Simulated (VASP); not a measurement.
# HfTi4Si (F-43m) in VASP: a series of runs

HfTi4Si is run at these levels: PBE; tasks: single point, relaxation of cell and atoms.

Program: VASP 6.6.1. These are calculated values, not measurements. Logs are shortened: lines on timing, memory, paths and dates and some standing lists are left out, and cuts for length are marked.

### Step 1. The cell of the first run

Symmetry: F-43m, No. 216, cubic system. The conventional cell has a = 7.163 Å, b = 7.163 Å, c = 7.163 Å, α = 90.00°, β = 90.00°, γ = 90.00°. Hf (site symmetry -43m) has 12 Ti at 2.97 Å and 4 Si at 3.10 Å within 3.9 Å. Ti (site symmetry 3m) has 6 Ti at 2.52 to 2.55 Å and 3 Hf at 2.97 Å and 3 Si at 2.97 Å within 3.3 Å. Within 3.9 Å of Si (site symmetry -43m) lie 12 Ti at 2.97 Å and 4 Hf at 3.10 Å.

The cell was generated, and may not be a known phase.

### Step 2. Single point, PBE

INCAR reads:

```
  ALGO = Fast
  EDIFF = 1E-6
  ENCUT = 520
  GGA = PE
  ISIF = 2
  ISMEAR = 0
  LASPH = T
  LCHARG = F
  LREAL = F
  LWAVE = F
  NBANDS = 40
  NELM = 60
  PREC = Accurate
  SIGMA = 0.1
```

KPOINTS reads:

```
k-points
0
Gamma
  4 4 4
```

POSCAR reads:

```
HfTi4Si
1.0
    0.0000000000      3.5816793200      3.5816793200
    3.5816793200      0.0000000000      3.5816793200
    3.5816793200      3.5816793200      0.0000000000
Hf Ti Si
1 4 1
Direct
    0.2500000000      0.2500000000      0.2500000000
    0.6242907000      0.1271278900      0.6242907000
    0.6242907000      0.6242907000      0.1271278900
    0.6242907000      0.6242907000      0.6242907000
    0.1271278900      0.6242907000      0.6242907000
    0.0000000000      0.0000000000      0.0000000000
```

Potentials or basis: VASP PAW PBE potentials, release 64 (Hf_pv, Ti_sv, Si).

The run is started by

```
> cat potpaw_PBE.64/Hf_pv/POTCAR potpaw_PBE.64/Ti_sv/POTCAR potpaw_PBE.64/Si/POTCAR > POTCAR
> mpirun -np 1 vasp_std > vasp.out
```

OUTCAR:

```text
EDIFF = 1E-6
   ENCUT = 520
   GGA = PE
   ISIF = 2
   ISMEAR = 0
   LASPH = T
   LREAL = F
   NELM = 60
   PREC = Accurate

 ion  position               nearest neighbor table
   1  0.250  0.250  0.250-   2 2.97   3 2.97   5 2.97   4 2.97   4 2.97   4 2.97   3 2.97   2 2.97
                             5 2.97   2 2.97   3 2.97   5 2.97   6 3.10   6 3.10   6 3.10   6 3.10
   2  0.624  0.127  0.624-   3 2.52   4 2.52   5 2.52   5 2.55   3 2.55   4 2.55   1 2.97   1 2.97
                             1 2.97   6 2.97   6 2.97   6 2.97
   3  0.624  0.624  0.127-   2 2.52   4 2.52   5 2.52   2 2.55   5 2.55   4 2.55   1 2.97   1 2.97
                             1 2.97   6 2.97   6 2.97   6 2.97
   4  0.624  0.624  0.624-   2 2.52   3 2.52   5 2.52   5 2.55   2 2.55   3 2.55   1 2.97   1 2.97
                             1 2.97   6 2.97   6 2.97   6 2.97
   5  0.127  0.624  0.624-   2 2.52   3 2.52   4 2.52   2 2.55   3 2.55   4 2.55   1 2.97   1 2.97
                             1 2.97   6 2.97   6 2.97   6 2.97
   6  0.000  0.000  0.000-   2 2.97   3 2.97   3 2.97   5 2.97   2 2.97   5 2.97   4 2.97   4 2.97
                             4 2.97   2 2.97   3 2.97   5 2.97   1 3.10   1 3.10   1 3.10   1 3.10

  LATTYP: Found a face centered cubic cell.
 ALAT       =     7.1633586400

  Lattice vectors:

 A1 = (   0.0000000000,   3.5816793200,   3.5816793200)
 A2 = (   3.5816793200,   0.0000000000,   3.5816793200)
 A3 = (   3.5816793200,   3.5816793200,   0.0000000000)

Analysis of symmetry for initial positions (statically):
=====================================================================
 Subroutine PRICEL returns:
 Original cell was already a primitive cell.

 Routine SETGRP: Setting up the symmetry group for a
 face centered cubic supercell.

 Subroutine GETGRP returns: Found 24 space group operations
 (whereof 24 operations were pure point group operations)
 out of a pool of 48 trial point group operations.

The static configuration has the point symmetry T_d .

Analysis of symmetry for dynamics (positions and initial velocities):
=====================================================================
 Subroutine PRICEL returns:
 Original cell was already a primitive cell.

 Routine SETGRP: Setting up the symmetry group for a
 face centered cubic supercell.

 Subroutine GETGRP returns: Found 24 space group operations
 (whereof 24 operations were pure point group operations)
 out of a pool of 48 trial point group operations.

The dynamic configuration has the point symmetry T_d .

 Subroutine INISYM returns: Found 24 space group operations
 (whereof 24 operations are pure point group operations),
 and found     1 'primitive' translations

----------------------------------------------------------------------------------------

                                     Primitive cell

  volume of cell :      91.8946

  direct lattice vectors                    reciprocal lattice vectors
     0.000000000  3.581679320  3.581679320    -0.139599321  0.139599321  0.139599321
     3.581679320  0.000000000  3.581679320     0.139599321 -0.139599321  0.139599321
     3.581679320  3.581679320  0.000000000     0.139599321  0.139599321 -0.139599321

  length of vectors
     5.065259470  5.065259470  5.065259470     0.241793116  0.241793116  0.241793116

  position of ions in fractional coordinates (direct lattice)
     0.250000000  0.250000000  0.250000000
     0.624290700  0.127127890  0.624290700
     0.624290700  0.624290700  0.127127890
     0.624290700  0.624290700  0.624290700
     0.127127890  0.624290700  0.624290700
     0.000000000  0.000000000  0.000000000

  ion indices of the primitive-cell ions
   primitive index   ion index
                 1           1
                 2           2
                 3           3
                 4           4
                 5           5
                 6           6

----------------------------------------------------------------------------------------

 KPOINTS: k-points

Automatic generation of k-mesh.
 Grid dimensions read from file:
 generate k-points for:    4    4    4

 Generating k-lattice:

  Cartesian coordinates                     Fractional coordinates (reciprocal lattice)
    -0.034899830  0.034899830  0.034899830     0.250000000  0.000000000  0.000000000
     0.034899830 -0.034899830  0.034899830     0.000000000  0.250000000  0.000000000
     0.034899830  0.034899830 -0.034899830     0.000000000  0.000000000  0.250000000

  Length of vectors
     0.060448279  0.060448279  0.060448279

  Shift w.r.t. Gamma in fractional coordinates (k-lattice)
     0.000000000  0.000000000  0.000000000

 Subroutine IBZKPT returns following result:
 ===========================================

 Found      8 irreducible k-points:

 Following reciprocal coordinates:
            Coordinates               Weight
  0.000000  0.000000  0.000000      1.000000
  0.250000  0.000000  0.000000      8.000000
  0.500000  0.000000  0.000000      4.000000
  0.250000  0.250000  0.000000      6.000000
  0.500000  0.250000  0.000000     24.000000
 -0.250000  0.250000  0.000000     12.000000
  0.500000  0.500000  0.000000      3.000000
 -0.250000  0.500000  0.250000      6.000000
   k-points           NKPTS =      8   k-points in BZ     NKDIM =      8   number of bands    NBANDS=     40
   number of dos      NEDOS =    301   number of ions     NIONS =      6
   total plane-waves  NPLWV =  64000
   dimension x,y,z NGX =    40 NGY =   40 NGZ =   40
   dimension x,y,z NGXF=    80 NGYF=   80 NGZF=   80
   ions per type =               1   4   1
   NGX,Y,Z   is equivalent  to a cutoff of  13.13, 13.13, 13.13 a.u.
   NGXF,Y,Z  is equivalent  to a cutoff of  26.26, 26.26, 26.26 a.u.
 SYSTEM =  unknown system
   PREC   = accura    normal or accurate (medium, high low for compatibility)
   ISTART =      0    job   : 0-new  1-cont  2-samecut
   ICHARG =      2    charge: 1-file 2-atom 10-const
   ISPIN  =      1    spin polarized calculation?
   LNONCOLLINEAR =      F non collinear calculations
   LSORBIT =      F    spin-orbit coupling
   LASPH  =      T    aspherical Exc in radial PAW
   ENCUT  =  520.0 eV  38.22 Ry    6.18 a.u.   9.42  9.42  9.42*2*pi/ulx,y,z
   NELM   =     60;   NELMIN=  2; NELMDL= -5     # of ELM steps
   EDIFF  = 0.1E-05   stopping-criterion for ELM
   LREAL  =      F    real-space projection
[... 7 lines left out ...]
   TEBEG  =    0.0;   TEEND  =   0.0 temperature during run
   PSTRESS=    0.0 pullay stress
   NELECT =      62.0000    total number of electrons
   NUPDOWN=      -1.0000    fix difference up-down
   EMIN   =  10.00;   EMAX   =-10.00  energy-range for DOS
   EFERMI =   0.00;   METHOD = LEGACY
   ISMEAR =     0;   SIGMA  =   0.10  broadening in eV -4-tet -1-fermi 0-gaus
   EFERMI_NEDOS =   21; number of points for ismear=-14 and -15
   IALGO  =     68    algorithm
   IMIX   =      4    mixing-type and parameters
     AMIX     =   0.40;   BMIX     =  1.00
     AMIX_MAG =   1.60;   BMIX_MAG =  1.00
  volume/ion in A,a.u.               =      15.32       103.36
  Fermi-wavevector in a.u.,A,eV,Ry     =   1.435849  2.713361 28.050610  2.061662
  Thomas-Fermi vector in A             =   2.555102
   LORBIT       =      0    0 simple, 1 ext, 2 COOP (PROOUT), +10 PAW based schemes
   GGA     = PE    functional components
   LHFCALC =     F    Hartree Fock is set to
   AEXX    =    0.0000 exact exchange contribution
   IVDW    =     0    specifies the selected vdW correction
   LEPSILON=     F    determine dielectric tensor
   LRPA    =     F    only Hartree local field effects (RPA)
 non-spin polarized calculation
 RMM-DIIS sequential band-by-band and
 Gauss-broadening in eV      SIGMA  =   0.10
  energy-cutoff  :      520.00
  volume of cell :       91.89
 maximum number of plane-waves:      2493
 NGX is ok and might be reduce to    40
   NGX = 19   NGY = 19   NGZ = 19

 number of electron      62.0000011 magnetization

 Free energy of the ion-electron system (eV)
  ---------------------------------------------------
  ext. energy  EPLUGINS =         0.00000000
  ---------------------------------------------------
  free energy    TOTEN  =       -45.10563106 eV

  energy without entropy =      -45.06284059  energy(sigma->0) =      -45.08423583

 E-fermi :   9.1976     XC(G=0): -12.0489

 val. band max:        9.1435581909   @ k =   0.5000   0.2500   0.0000
 cond. band min:       9.2418228327   @ k =   0.5000   0.5000   0.0000
 fundamental gap:      0.0982646417
 Fermi energy:         9.1976106455

 k-point     1 :       0.0000    0.0000    0.0000
  band No.  band energies     occupation
      1     -46.9908      2.00000
      2     -46.6072      2.00000
      3     -46.6072      2.00000
      4     -46.6072      2.00000
      5     -24.3868      2.00000
      6     -23.5714      2.00000
[... 32 lines left out ...]
     39      12.4304      0.00000
     40      12.4716      0.00000

 k-point     2 :       0.2500    0.0000    0.0000
  band No.  band energies     occupation
      1     -46.9521      2.00000
      2     -46.6489      2.00000
      3     -46.6074      2.00000
      4     -46.6074      2.00000
      5     -24.2304      2.00000
      6     -23.5085      2.00000
[... 32 lines left out ...]
     39      12.3646      0.00000
     40      12.5000      0.00000

 k-point     3 :       0.5000    0.0000    0.0000
  band No.  band energies     occupation
      1     -46.8979      2.00000
      2     -46.7060      2.00000
      3     -46.6076      2.00000
      4     -46.6076      2.00000
      5     -24.0583      2.00000
      6     -23.4518      2.00000
[... 165 lines left out ...]
  band No.  band energies     occupation
      1     -46.8127      2.00000
      2     -46.7926      2.00000
      3     -46.6080      2.00000
      4     -46.6080      2.00000
      5     -23.7234      2.00000
      6     -23.6941      2.00000
[... 32 lines left out ...]
     39      12.0109      0.00000
     40      12.3792      0.00000

 k-point     8 :      -0.2500    0.5000    0.2500
  band No.  band energies     occupation
      1     -46.8127      2.00000
      2     -46.7927      2.00000
      3     -46.6080      2.00000
      4     -46.6080      2.00000
      5     -23.6881      2.00000
      6     -23.6565      2.00000
[... 32 lines left out ...]
     39      11.3009      0.00000
     40      12.5823      0.00000

------------------------ aborting loop because EDIFF is reached ----------------------------------------

  FORCE on cell =-STRESS in cart. coord.  units (eV):
  Direction    XX          YY          ZZ          XY          YZ          ZX
  --------------------------------------------------------------------------------------
  -------------------------------------------------------------------------------------
  Total        9.1791376      9.1791376      9.1791376      0.0000000      0.0000000     -0.0000000
  in kB      160.0377254    160.0377254    160.0377254      0.0000000      0.0000000     -0.0000000
  external PRESSURE =     160.0377254 kB  Pullay stress =       0.0000000 kB

 VOLUME and BASIS-vectors are now :
 -----------------------------------------------------------------------------
  energy-cutoff  :      520.00
  volume of cell :       91.89
      direct lattice vectors                 reciprocal lattice vectors
     0.000000000  3.581679320  3.581679320    -0.139599321  0.139599321  0.139599321
     3.581679320  0.000000000  3.581679320     0.139599321 -0.139599321  0.139599321
     3.581679320  3.581679320  0.000000000     0.139599321  0.139599321 -0.139599321

 POSITION                                       TOTAL-FORCE (eV/Angst)
 -----------------------------------------------------------------------------------
      1.79084      1.79084      1.79084        -0.000000     -0.000000      0.000000
      2.69134      4.47202      2.69134         0.352669     -0.352669      0.352669
      2.69134      2.69134      4.47202         0.352669      0.352669     -0.352669
      4.47202      4.47202      4.47202        -0.352669     -0.352669     -0.352669
      4.47202      2.69134      2.69134        -0.352669      0.352669      0.352669
      0.00000      0.00000      0.00000        -0.000000      0.000000      0.000000
 -----------------------------------------------------------------------------------
    total drift:                                0.000141      0.000141      0.000141

  FREE ENERGIE OF THE ION-ELECTRON SYSTEM (eV)
  ---------------------------------------------------
  free  energy   TOTEN  =       -45.1056310624 eV

  energy  without entropy=      -45.0628405920  energy(sigma->0) =      -45.08423583
```

Run time: 5 min. Hardware: 1 thread of Intel Xeon 8259CL, shared host; peak memory 0.25 GiB.

Results:

```
Free energy            : -45.1056 eV
Pressure               : 16.0 GPa
Largest force          : 0.611 eV/Å
Band gap on the k mesh : zero (bands 31 and 32 overlap by 0.64 eV)
```

Forces in eV/Å, atoms in the order of the input:
```
Hf   0.000  0.000  0.000
Ti   0.353 -0.353  0.353
Ti   0.353  0.353 -0.353
Ti  -0.353 -0.353 -0.353
Ti  -0.353  0.353  0.353
Si   0.000  0.000  0.000
```

Levels at points of the mesh, in eV from the Fermi level:
```tsv
k point	band 26	band 27	band 28	band 29	band 30	band 31	band 32	band 33	band 34	band 35
(0.00, 0.00, 0.00)	-2.18	-2.18	-0.60	-0.60	-0.33	0.47	0.47	0.47	0.73	0.73
(0.50, 0.00, 0.00)	-1.41	-1.41	-0.60	-0.60	0.07	0.07	0.07	0.47	0.49	0.49
(0.50, 0.50, 0.00)	-1.27	-1.02	-1.02	-0.75	-0.39	0.04	0.35	0.36	0.36	0.97
```

Caveat: the k points lie up to 0.38 Å⁻¹ apart, too coarse for converged energies and pressures of a metal; spin-orbit coupling is left out, which moves the levels of the heavy elements.

### Step 3. Single point, PBE

This run uses another cell than the first one, of 17.58 Å³/atom.

INCAR reads:

```
  PREC = Accurate
  ENCUT = 520
  EDIFF = 1E-7
  ISMEAR = 0
  SIGMA = 0.1
  LREAL = F
  LASPH = T
  NELM = 60
  ALGO = Fast
  ISIF = 2
  LWAVE = F
  LCHARG = F
  GGA = PE
  NBANDS = 40
```

KPOINTS reads:

```
Automatic mesh
0
Gamma
  10 10 10
```

POSCAR reads:

```
HfTi4Si
1.0
    0.0000000000      3.7504772557      3.7504772557
    3.7504772557      0.0000000000      3.7504772557
    3.7504772557      3.7504772557      0.0000000000
Hf Ti Si
1 4 1
Direct
    0.7500000000      0.7500000000      0.7500000000
    0.8663346496      0.3778884501      0.3778884501
    0.3778884501      0.3778884501      0.3778884501
    0.3778884501      0.8663346496      0.3778884501
    0.3778884501      0.3778884501      0.8663346496
    0.0000000000      0.0000000000      0.0000000000
```

Potentials or basis: VASP PAW PBE potentials, release 64 (Hf_pv, Ti_sv, Si).

The run is started by

```
> cat potpaw_PBE.64/Hf_pv/POTCAR potpaw_PBE.64/Ti_sv/POTCAR potpaw_PBE.64/Si/POTCAR > POTCAR
> mpirun -np 1 vasp_std > vasp.out
```

Run time: 27 min. Hardware: 1 thread of Intel Xeon 8259CL, shared host; peak memory 0.37 GiB.

The run converged. Its results:

```yaml
Free_energy: -45.7191 eV
Pressure: -0.3 GPa
Largest_force: 0.010 eV/Å
Band_gap_on_the_k_mesh: zero (bands 31 and 32 overlap by 0.44 eV)
```

Forces on the atoms (eV/Å):
```
Hf   0.000  0.000  0.000
Ti  -0.006  0.006  0.006
Ti  -0.006 -0.006 -0.006
Ti   0.006 -0.006  0.006
Ti   0.006  0.006 -0.006
Si   0.000  0.000  0.000
```

Levels at points of the mesh, in eV from the Fermi level:
```tsv
k point	band 29	band 30	band 31	band 32	band 33	band 34
(0.00, 0.00, 0.00)	-0.47	-0.47	0.18	0.18	0.18	0.69
(0.50, 0.00, 0.00)	-0.60	0.04	0.09	0.10	0.10	0.50
(0.50, 0.50, 0.00)	-0.71	-0.30	-0.02	0.27	0.49	0.49
```

Caveat: spin-orbit coupling is left out, which moves the levels of the heavy elements.

### Step 4. Relaxation of cell and atoms, PBE

This run uses another cell than the first one, of 17.49 Å³/atom.

INCAR reads:

```
SYSTEM = HfTi4Si
PREC = Accurate
ENCUT = 600
EDIFF = 1E-6
ISMEAR = 0
SIGMA = 0.1
LREAL = .False.
LASPH = .True.
NELM = 80
ALGO = Fast
ISIF = 3
LWAVE = .False.
LCHARG = .False.
GGA = PE
IBRION = 2
NSW = 100
EDIFFG = -0.01
```

KPOINTS reads:

```
regular mesh
0
Gamma
  10 10 10
  0 0 0
```

POSCAR reads:

```
HfTi4Si
1.0
    0.0000000000      3.7439981733      3.7439981733
    3.7439981733      0.0000000000      3.7439981733
    3.7439981733      3.7439981733      0.0000000000
Hf Ti Si
1 4 1
Direct
    0.7500000000      0.7500000000      0.7500000000
    0.8663742772      0.3778752409      0.3778752409
    0.3778752409      0.3778752409      0.3778752409
    0.3778752409      0.8663742772      0.3778752409
    0.3778752409      0.3778752409      0.8663742772
    0.0000000000      0.0000000000      0.0000000000
```

The run is started by

```
> cat potpaw_PBE.64/Hf_pv/POTCAR potpaw_PBE.64/Ti_sv/POTCAR potpaw_PBE.64/Si/POTCAR > POTCAR
> mpirun -np 1 vasp_std > vasp.out
```

Run time: 34 min. Hardware: 1 thread of Intel Xeon 8259CL, shared host; peak memory 0.4 GiB.

The run converged. Its results:

* Free energy: -45.7189 eV
* Relaxed volume: 17.53 Å³/atom
* Relaxed cell: a = 5.299 Å, b = 5.299 Å, c = 5.299 Å, α = 60.00°, β = 60.00°, γ = 60.00°
* Space group after relaxing (to 0.1 Å): F-43m (No. 216)
* Energy gained by relaxing: 0.0 meV/atom
* Ionic steps: 2
* Pressure after relaxing: 0.0 GPa
* Largest force after relaxing: 0.007 eV/Å
* Band gap on the k mesh: zero (bands 31 and 32 overlap by 0.44 eV)

Forces in eV/Å, atoms in the order of the input:
```
Hf   0.000  0.000  0.000
Ti   0.004 -0.004 -0.004
Ti   0.004  0.004  0.004
Ti  -0.004  0.004 -0.004
Ti  -0.004 -0.004  0.004
Si   0.000  0.000  0.000
```

The path:
| step | energy change (eV) | largest force (eV/Å) | pressure (GPa) | volume (Å³) |
| --- | --- | --- | --- | --- |
| 1 | 0.0000 | 0.0161 | 0.14 | 104.96 |
| 2 | -0.0002 | 0.0065 | 0.04 | 105.20 |

Final structure:
```xyz
6
Lattice="0.0000 3.7468 3.7468 3.7468 0.0000 3.7468 3.7468 3.7468 0.0000" Properties=species:S:1:pos:R:3 pbc="T T T"
Hf    5.6202    5.6202    5.6202
Ti    2.8312    4.6624    4.6624
Ti    2.8312    2.8312    2.8312
Ti    4.6624    2.8312    4.6624
Ti    4.6624    4.6624    2.8312
Si    7.4936    3.7468    3.7468
```

Levels at points of the mesh, in eV from the Fermi level:
```csv
k point,band 29,band 30,band 31,band 32,band 33,band 34
"(0.00, 0.00, 0.00)",-0.47,-0.47,0.18,0.18,0.18,0.69
"(0.50, 0.00, 0.00)",-0.60,0.05,0.09,0.10,0.10,0.50
"(0.50, 0.50, 0.00)",-0.71,-0.31,-0.02,0.27,0.49,0.49
```

Caveat: spin-orbit coupling is left out, which moves the levels of the heavy elements.

### Step 5. Summary

| task | cell | k mesh | cutoff (eV) | gap on the mesh (eV) | pressure (GPa) | largest force (eV/Å) |
| --- | --- | --- | --- | --- | --- | --- |
| single point | a = 5.065 Å, angles 60.0°, 6 atoms, atomic positions A | 4 × 4 × 4 | 520 | none | 16.0 | 0.61 |
| single point | a = 5.304 Å, angles 60.0°, 6 atoms, atomic positions B | 10 × 10 × 10 | 520 | none | -0.3 | 0.01 |
| relaxation of cell and atoms | relaxed from a = 5.295 Å, angles 60.0°, 6 atoms, atomic positions B | 10 × 10 × 10 | 600 | none | 0.0 | 0.01 |

Alike in all rows: level PBE; potentials or basis VASP PAW PBE potentials, release 64 (Hf_pv, Ti_sv, Si); no spin polarisation; smearing gaussian 0.1 eV.

Caveats: some runs use coarse meshes; spin-orbit coupling is left out, which moves the levels of the heavy elements.

Total energies depend on the potentials used, so only differences within one code and one set of settings carry meaning.

The gap in the log of VASP goes by the Fermi energy; the results here count the filled bands.